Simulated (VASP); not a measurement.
Write the native input for VASP 6.6.1 that does the following.

- Task: single point
- Functional: HSE06
- Potentials or basis: VASP PAW PBE potentials, release 64 (Pb_d, Se)
- Cutoff: 400 eV
- k mesh: 3 × 3 × 3
- Occupations: gaussian, width 0.01 eV
- Spin: no spin polarisation
- Dipole correction: no
- Grid for exact exchange (PRECFOCK): Normal
- Further INCAR settings: ALGO = Normal; EDIFF = 1e-06; NBANDS = 17
- Screening parameter: 0.2079 1/Å

PbSe:

```
CELL_PARAMETERS angstrom
3.78432 0.00000 0.00000
0.00000 3.78432 0.00000
0.00000 0.00000 3.78432
ATOMIC_POSITIONS crystal
Pb 0.00000 0.00000 0.00000
Se 0.50000 0.50000 0.50000
```

The input as run:

POSCAR

```
PbSe
1.0
    3.7843220000      0.0000000000      0.0000000000
    0.0000000000      3.7843220000      0.0000000000
    0.0000000000      0.0000000000      3.7843220000
Pb Se
1 1
Direct
    0.0000000000      0.0000000000      0.0000000000
    0.5000000000      0.5000000000      0.5000000000
```

INCAR.step1

```
SYSTEM = PbSe
PREC = Accurate ; ENCUT = 400
EDIFF = 1E-5 ; ISMEAR = 0
SIGMA = 0.01 ; LREAL = .FALSE.
LASPH = .TRUE. ; NELM = 120
ALGO = Normal ; ISIF = 2
LWAVE = .TRUE. ; GGA = PE
NBANDS = 17 ; GGA_COMPAT = .FALSE.
```

INCAR.step2

```
SYSTEM = PbSe
PREC = Accurate ; ENCUT = 400
EDIFF = 1E-6 ; ISMEAR = 0
SIGMA = 0.01 ; LREAL = .FALSE.
LASPH = .TRUE. ; NELM = 120
ALGO = Normal ; ISIF = 2
LWAVE = .FALSE. ; LCHARG = .TRUE.
GGA = PE ; LHFCALC = .TRUE.
HFSCREEN = 0.2079 ; PRECFOCK = Normal
LELF = .TRUE. ; LVHAR = .TRUE.
ISTART = 1 ; NBANDS = 17
GGA_COMPAT = .FALSE.
```

KPOINTS

```
regular mesh
0
G
  3 3 3
  0 0 0
```

Potentials or basis: VASP PAW PBE potentials, release 64 (Pb_d, Se).

Command:

```sh
$ cat potpaw_PBE.64/Pb_d/POTCAR potpaw_PBE.64/Se/POTCAR > POTCAR
$ cp INCAR.step1 INCAR
$ mpirun -np 1 vasp_std > vasp.out
$ cp INCAR.step2 INCAR
$ mpirun -np 1 vasp_std > vasp.out
```

It gave:

```yaml
Pressure: -1.8 GPa
Band_gap_on_the_k_mesh: 2.07 eV, indirect (least direct gap 3.18 eV)
```

Caveat: the k points lie up to 0.55 Å⁻¹ apart; the PAW data sets were made with another functional, which shifts forces and pressure a little; spin-orbit coupling is left out, which moves the levels of the heavy elements.

It took 100 s on 1 thread of Intel Xeon 6975P-C, with other jobs on the host, peak memory 0.26 GiB.
